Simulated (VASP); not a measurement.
# CoO (Fm-3m) in VASP: further runs

The runs below take CoO through single point, with PBE.

Program: VASP 6.6.1. These are calculated values, not measurements. Logs are shortened: lines on timing, memory, paths and dates and some standing lists are left out, and cuts for length are marked.

### 1 The cell of the first run

The structure is cubic, space group Fm-3m (No. 225). Conventional cell: a = 4.263 Å, b = 4.263 Å, c = 4.263 Å, α = 90.00°, β = 90.00°, γ = 90.00°. Within 2.8 Å of Co (site symmetry m-3m) lie 6 O at 2.13 Å. Within 2.8 Å of O (site symmetry m-3m) lie 6 Co at 2.13 Å.

### 2 Single point, PBE, collinear spin, ferromagnetic start

INCAR

```
SYSTEM = CoO
PREC = Accurate
ENCUT = 600
EDIFF = 1E-6
ISMEAR = -1
SIGMA = 0.05
LREAL = .False.
LASPH = .True.
NELM = 200
ALGO = Normal
ISIF = 2
LWAVE = .False.
LCHARG = .True.
ISPIN = 2
MAGMOM = 3.5 0
LORBIT = 11
LMAXMIX = 4
GGA = PE
LELF = .True.
LVHAR = .True.
NBANDS = 22
GGA_COMPAT = .False.
```

KPOINTS

```
regular mesh
0
Gamma
  11 11 11
  0 0 0
```

POSCAR

```
CoO
1.0
    0.0000000000      2.1315016600      2.1315016600
    2.1315016600      0.0000000000      2.1315016600
    2.1315016600      2.1315016600      0.0000000000
Co O
1 1
Direct
    0.0000000000      0.0000000000      0.0000000000
    0.5000000000      0.5000000000      0.5000000000
```

Potentials or basis: VASP PAW PBE potentials, release 64 (Co_sv, O).

Command:

```
$ cat potpaw_PBE.64/Co_sv/POTCAR potpaw_PBE.64/O/POTCAR > POTCAR
$ mpirun -np 1 vasp_std > vasp.out
```

OUTCAR:

```text
SYSTEM = CoO
   PREC = Accurate
   ENCUT = 600
   EDIFF = 1E-6
   ISMEAR = -1
   LREAL = .False.
   LASPH = .True.
   NELM = 200
   ISIF = 2
   ISPIN = 2
   LORBIT = 11
   GGA = PE

 ion  position               nearest neighbor table
   1  0.000  0.000  0.000-   2 2.13   2 2.13   2 2.13   2 2.13   2 2.13   2 2.13
   2  0.500  0.500  0.500-   1 2.13   1 2.13   1 2.13   1 2.13   1 2.13   1 2.13

  LATTYP: Found a face centered cubic cell.
 ALAT       =     4.2630033200

  Lattice vectors:

 A1 = (   0.0000000000,   2.1315016600,   2.1315016600)
 A2 = (   2.1315016600,   0.0000000000,   2.1315016600)
 A3 = (   2.1315016600,   2.1315016600,   0.0000000000)

Analysis of symmetry for initial positions (statically):
=====================================================================
 Subroutine PRICEL returns:
 Original cell was already a primitive cell.

 Routine SETGRP: Setting up the symmetry group for a
 face centered cubic supercell.

 Subroutine GETGRP returns: Found 48 space group operations
 (whereof 48 operations were pure point group operations)
 out of a pool of 48 trial point group operations.

The static configuration has the point symmetry O_h .

Analysis of symmetry for dynamics (positions and initial velocities):
=====================================================================
 Subroutine PRICEL returns:
 Original cell was already a primitive cell.

 Routine SETGRP: Setting up the symmetry group for a
 face centered cubic supercell.

 Subroutine GETGRP returns: Found 48 space group operations
 (whereof 48 operations were pure point group operations)
 out of a pool of 48 trial point group operations.

The dynamic configuration has the point symmetry O_h .

Analysis of structural, dynamic, and magnetic symmetry:
=====================================================================
 Subroutine PRICEL returns:
 Original cell was already a primitive cell.

 Routine SETGRP: Setting up the symmetry group for a
 face centered cubic supercell.

 Subroutine GETGRP returns: Found 48 space group operations
 (whereof 48 operations were pure point group operations)
 out of a pool of 48 trial point group operations.

The overall configuration has the point symmetry O_h .

 Subroutine INISYM returns: Found 48 space group operations
 (whereof 48 operations are pure point group operations),
 and found     1 'primitive' translations

----------------------------------------------------------------------------------------

                                     Primitive cell

  volume of cell :      19.3681

  direct lattice vectors                    reciprocal lattice vectors
     0.000000000  2.131501660  2.131501660    -0.234576407  0.234576407  0.234576407
     2.131501660  0.000000000  2.131501660     0.234576407 -0.234576407  0.234576407
     2.131501660  2.131501660  0.000000000     0.234576407  0.234576407 -0.234576407

  length of vectors
     3.014398556  3.014398556  3.014398556     0.406298254  0.406298254  0.406298254

  position of ions in fractional coordinates (direct lattice)
     0.000000000  0.000000000  0.000000000
     0.500000000  0.500000000  0.500000000

  ion indices of the primitive-cell ions
   primitive index   ion index
                 1           1
                 2           2

----------------------------------------------------------------------------------------

 KPOINTS: regular mesh

Automatic generation of k-mesh.
 Grid dimensions read from file:
 generate k-points for:   11   11   11

 Generating k-lattice:

  Cartesian coordinates                     Fractional coordinates (reciprocal lattice)
    -0.021325128  0.021325128  0.021325128     0.090909091  0.000000000  0.000000000
     0.021325128 -0.021325128  0.021325128     0.000000000  0.090909091  0.000000000
     0.021325128  0.021325128 -0.021325128     0.000000000  0.000000000  0.090909091

  Length of vectors
     0.036936205  0.036936205  0.036936205

  Shift w.r.t. Gamma in fractional coordinates (k-lattice)
     0.000000000  0.000000000  0.000000000

 Subroutine IBZKPT returns following result:
 ===========================================

 Found     56 irreducible k-points:

 Following reciprocal coordinates:
            Coordinates               Weight
  0.000000  0.000000  0.000000      1.000000
  0.090909  0.000000  0.000000      8.000000
  0.181818  0.000000  0.000000      8.000000
  0.272727  0.000000  0.000000      8.000000
  0.363636  0.000000  0.000000      8.000000
  0.454545  0.000000  0.000000      8.000000
[... 16 lines left out ...]
 -0.272727  0.181818  0.000000     24.000000
 -0.181818  0.181818  0.000000     12.000000
 [... further k-points ...]
   k-points           NKPTS =     56   k-points in BZ     NKDIM =     56   number of bands    NBANDS=     22
   number of dos      NEDOS =    301   number of ions     NIONS =      2
   total plane-waves  NPLWV =  13824
   dimension x,y,z NGX =    24 NGY =   24 NGZ =   24
   dimension x,y,z NGXF=    48 NGYF=   48 NGZF=   48
   ions per type =               1   1
   NGX,Y,Z   is equivalent  to a cutoff of  13.24, 13.24, 13.24 a.u.
   NGXF,Y,Z  is equivalent  to a cutoff of  26.47, 26.47, 26.47 a.u.
 SYSTEM =  CoO
   PREC   = accura    normal or accurate (medium, high low for compatibility)
   ISTART =      0    job   : 0-new  1-cont  2-samecut
   ICHARG =      2    charge: 1-file 2-atom 10-const
   ISPIN  =      2    spin polarized calculation?
   LNONCOLLINEAR =      F non collinear calculations
   LSORBIT =      F    spin-orbit coupling
   LASPH  =      T    aspherical Exc in radial PAW
   ENCUT  =  600.0 eV  44.10 Ry    6.64 a.u.   6.02  6.02  6.02*2*pi/ulx,y,z
   NELM   =    200;   NELMIN=  2; NELMDL= -5     # of ELM steps
   EDIFF  = 0.1E-05   stopping-criterion for ELM
   LREAL  =      F    real-space projection
   EDIFFG = 0.1E-04   stopping-criterion for IOM
   NSW    =      0    number of steps for IOM
   IBRION =     -1    ionic relax: 0-MD 1-quasi-New 2-CG
   NFREE  =      0    steps in history (QN), initial steepest desc. (CG)
   ISIF   =      2    stress and relaxation
   ISYM   =      2    0-nonsym 1-usesym 2-fastsym
   POTIM  = 0.5000    time-step for ionic-motion
   TEBEG  =    0.0;   TEEND  =   0.0 temperature during run
   PSTRESS=    0.0 pullay stress
   NELECT =      23.0000    total number of electrons
   NUPDOWN=      -1.0000    fix difference up-down
   EMIN   =  10.00;   EMAX   =-10.00  energy-range for DOS
   EFERMI =   0.00;   METHOD = LEGACY
   ISMEAR =    -1;   SIGMA  =   0.05  broadening in eV -4-tet -1-fermi 0-gaus
   EFERMI_NEDOS =   21; number of points for ismear=-14 and -15
   IALGO  =     38    algorithm
   IMIX   =      4    mixing-type and parameters
     AMIX     =   0.40;   BMIX     =  1.00
     AMIX_MAG =   1.60;   BMIX_MAG =  1.00
  volume/ion in A,a.u.               =       9.68        65.35
  Fermi-wavevector in a.u.,A,eV,Ry     =   1.733625  3.276076 40.891695  3.005455
  Thomas-Fermi vector in A             =   2.807576
   LORBIT       =     11    0 simple, 1 ext, 2 COOP (PROOUT), +10 PAW based schemes
   GGA     = PE    functional components
   LHFCALC =     F    Hartree Fock is set to
   AEXX    =    0.0000 exact exchange contribution
   IVDW    =     0    specifies the selected vdW correction
   LEPSILON=     F    determine dielectric tensor
   LRPA    =     F    only Hartree local field effects (RPA)
 spin polarized calculation
  energy-cutoff  :      600.00
  volume of cell :       19.37
 maximum number of plane-waves:       660
   NGX = 13   NGY = 13   NGZ = 13

 number of electron      22.9999976 magnetization       2.9212068

 Free energy of the ion-electron system (eV)
  ---------------------------------------------------
  ext. energy  EPLUGINS =         0.00000000
  ---------------------------------------------------
  free energy    TOTEN  =       -13.13895860 eV

  energy without entropy =      -13.10486235  energy(sigma->0) =      -13.12191047

 E-fermi :   8.8931     XC(G=0): -12.6781

 val. band max:        8.8802844606   @ k =   0.3636   0.2727   0.0909
 cond. band min:       8.8951985856   @ k =  -0.4545   0.0909   0.0000
 fundamental gap:      0.0149141250
 Fermi energy:         8.8930821138

 spin component 1

 k-point     1 :       0.0000    0.0000    0.0000
  band No.  band energies     occupation
      1     -88.0117      1.00000
      2     -51.2565      1.00000
      3     -51.2565      1.00000
      4     -51.2565      1.00000
      5     -11.3276      1.00000
      6       5.6085      1.00000
[... 14 lines left out ...]
     21      30.1664      0.00000
     22      33.5838      0.00000
[... 552 lines left out ...]
  band No.  band energies     occupation
      1     -88.0094      1.00000
      2     -51.2762      1.00000
      3     -51.2658      1.00000
      4     -51.2585      1.00000
      5     -10.5882      1.00000
      6       2.2361      1.00000
[... 14 lines left out ...]
     21      36.4941      0.00000
     22      38.2797      0.00000

 [... further k-points ...]

 spin component 2

 k-point     1 :       0.0000    0.0000    0.0000
  band No.  band energies     occupation
      1     -84.9492      1.00000
      2     -48.2673      1.00000
      3     -48.2673      1.00000
      4     -48.2672      1.00000
      5     -10.8322      1.00000
      6       6.2861      1.00000
[... 14 lines left out ...]
     21      31.1701      0.00000
     22      34.4630      0.00000
[... 552 lines left out ...]
  band No.  band energies     occupation
      1     -84.9466      1.00000
      2     -48.2907      1.00000
      3     -48.2779      1.00000
      4     -48.2697      1.00000
      5     -10.0680      1.00000
      6       2.9680      1.00000
[... 14 lines left out ...]
     21      37.0985      0.00000
     22      38.8406      0.00000

 [... further k-points ...]

------------------------ aborting loop because EDIFF is reached ----------------------------------------

  FORCE on cell =-STRESS in cart. coord.  units (eV):
  Direction    XX          YY          ZZ          XY          YZ          ZX
  --------------------------------------------------------------------------------------
  -------------------------------------------------------------------------------------
  Total       -0.5743317     -0.5743317     -0.5743317      0.0000000      0.0000000      0.0000000
  in kB      -47.5101428    -47.5101428    -47.5101428      0.0000000      0.0000000      0.0000000
  external PRESSURE =     -47.5101428 kB  Pullay stress =       0.0000000 kB

 VOLUME and BASIS-vectors are now :
 -----------------------------------------------------------------------------
  energy-cutoff  :      600.00
  volume of cell :       19.37
      direct lattice vectors                 reciprocal lattice vectors
     0.000000000  2.131501660  2.131501660    -0.234576407  0.234576407  0.234576407
     2.131501660  0.000000000  2.131501660     0.234576407 -0.234576407  0.234576407
     2.131501660  2.131501660  0.000000000     0.234576407  0.234576407 -0.234576407

 POSITION                                       TOTAL-FORCE (eV/Angst)
 -----------------------------------------------------------------------------------
      0.00000      0.00000      0.00000         0.000000     -0.000000      0.000000
      2.13150      2.13150      2.13150        -0.000000      0.000000     -0.000000
 -----------------------------------------------------------------------------------
    total drift:                                0.000000     -0.000000     -0.000000

  FREE ENERGIE OF THE ION-ELECTRON SYSTEM (eV)
  ---------------------------------------------------
  free  energy   TOTEN  =       -13.1389585954 eV

  energy  without entropy=      -13.1048623506  energy(sigma->0) =      -13.12191047

 total charge

# of ion       s       p       d       tot
------------------------------------------
    1        2.141   6.061   6.666  14.868
    2        1.552   3.427   0.000   4.979
--------------------------------------------------
tot          3.693   9.488   6.666  19.847

 magnetization (x)

# of ion       s       p       d       tot
------------------------------------------
    1        0.014   0.010   2.496   2.520
    2        0.029   0.266   0.000   0.295
--------------------------------------------------
tot          0.042   0.277   2.496   2.815
```

It took 36 s on 1 thread of Intel Xeon Platinum 8375C at 2.90GHz (Ice Lake), shared host; peak memory 0.17 GiB.

What came out:

* Free energy: -13.1390 eV
* Pressure: -4.8 GPa
* Net moment: 2.92 μB per cell
* Site moments: Co +2.52; O +0.29 μB
* Valence electrons inside the program's atomic spheres: Co 14.87; O 4.98

Levels at points of the mesh, in eV from the Fermi level:
Spin up:
| k point | band 10 | band 11 | band 12 | band 13 | band 14 | band 15 | band 16 | band 17 |
| --- | --- | --- | --- | --- | --- | --- | --- | --- |
| (0.00, 0.00, 0.00) | -3.15 | -3.08 | -3.08 | -3.08 | 0.91 | 16.75 | 18.01 | 18.01 |
Spin down:
```tsv
k point	band 8	band 9	band 10	band 11	band 12	band 13
(0.00, 0.00, 0.00)	-2.61	-1.10	-1.10	-1.10	0.09	0.09
```

Caveat: a cell with one magnetic atom can't hold antiferromagnetic order, which such compounds often take; semilocal functionals often make such compounds metallic where correlation or magnetic order opens a gap, which also shifts bond lengths. With open d or f shells a metallic result of PBE can be an artefact of self-interaction; +U or a hybrid may open a gap.

(Part 1 of 4 ends here.)
